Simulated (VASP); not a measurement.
A run of VASP 6.6.1:

File INCAR:

```
SYSTEM = MgS
  PREC = Accurate
  ENCUT = 520
  EDIFF = 1E-7
  ISMEAR = -1
  SIGMA = 0.05
  LREAL = .False.
  LASPH = .True.
  NELM = 60
  ALGO = Normal
  ISIF = 2
  LWAVE = .False.
  LCHARG = .True.
  GGA = RE
  IVDW = 13
  LELF = .True.
  LVHAR = .True.
  NBANDS = 11
```

The input KPOINTS:

```
regular mesh
0
Gamma
  9 9 9
  0 0 0
```

POSCAR

```
MgS
1.0
    0.0000000000      2.5752962522      2.5752962522
    2.5752962522      0.0000000000      2.5752962522
    2.5752962522      2.5752962522      0.0000000000
S Mg
1 1
Direct
    0.5000000000      0.5000000000      0.5000000000
    0.0000000000      0.0000000000      0.0000000000
```

Potentials or basis: VASP PAW PBE potentials, release 64 (S, Mg).

Command:

```sh
$ cat potpaw_PBE.64/S/POTCAR potpaw_PBE.64/Mg/POTCAR > POTCAR
$ mpirun -np 1 vasp_std > vasp.out
```

Hardware: 1 thread of AMD EPYC 9R45 96-Core Processor (Zen 5), with other jobs on the host.

Question: Estimate the wall time of this run.

Answer: Run time: 8 s on 1 thread of AMD EPYC 9R45 96-Core Processor (Zen 5) (shared host), peak memory 0.13 GiB. Counts: scf iterations 13, k points 35.
